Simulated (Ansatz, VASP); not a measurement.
# CdS: VASP beside Ansatz

INCAR

```
SYSTEM = CdS
  PREC = Accurate
  ENCUT = 500
  EDIFF = 1E-7
  ISMEAR = -1
  SIGMA = 0.02
  LREAL = .False.
  LASPH = .True.
  NELM = 120
  ALGO = Normal
  ISIF = 3
  LWAVE = .False.
  LCHARG = .False.
  GGA = RP
  IBRION = 2
  NSW = 80
  EDIFFG = -0.01
  GGA_COMPAT = .False.
  NELMIN = 4
```

File KPOINTS:

```
regular mesh
0
Gamma
  6 6 4
  0 0 0
```

Contents of POSCAR:

```
CdS
1.0
    4.1500000000      0.0000000000      0.0000000000
   -2.0750000000      3.5940054257      0.0000000000
    0.0000000000      0.0000000000      6.7370000000
Cd S
2 2
Direct
    0.3333333333      0.6666666667      0.0000000000
    0.6666666667      0.3333333333      0.5000000000
    0.3333333333      0.6666666667      0.3750000000
    0.6666666667      0.3333333333      0.8750000000
```

Input for Ansatz:

```yaml
crystal:
  lattice:
    a: 4.15
    b: 4.15
    c: 6.737
    alpha: 90.0
    beta: 90.0
    gamma: 120.0
  space_group: 186
  atoms:
    - { symbol: Cd, position: [0.3333333333333333, 0.6666666666666666, 0.0] }
    - { symbol: S, position: [0.3333333333333333, 0.6666666666666666, 0.375] }
basis:
  ecutwfc: 489.804952427784
kpoints:
  mp_grid:
    grid: [6, 6, 4]
hamiltonian:
  xc: rpbe
  dispersion: none
scf:
  occupations:
    method: fermi_dirac
    width: 0.02
relax:
  f_tol: 0.01
  cell: {}
```

Alike in both runs: task relaxation of cell and atoms; functional RPBE; k mesh 6 × 6 × 4; occupations fermi-dirac, width 0.02 eV; no spin polarisation.

```csv
,VASP,Ansatz
version,VASP 6.6.1,Ansatz 0.2.0
potentials or method,"VASP PAW PBE potentials, release 64 (Cd, S), cutoff 500 eV","plane waves, PAW"
valence electrons in the cell,36,52
```

```tsv
	VASP	Ansatz	Ansatz less VASP
relaxed volume (Å³/atom)	27.22	27.11	-0.107
relaxed cell length with the largest relative difference (Å)	6.937	6.919	-0.0172
```

VASP's potentials were made for PBE, not for RPBE. VASP's potentials hold 36 valence electrons a cell and Ansatz's 52, so a difference there can come from the potentials and not from the codes.
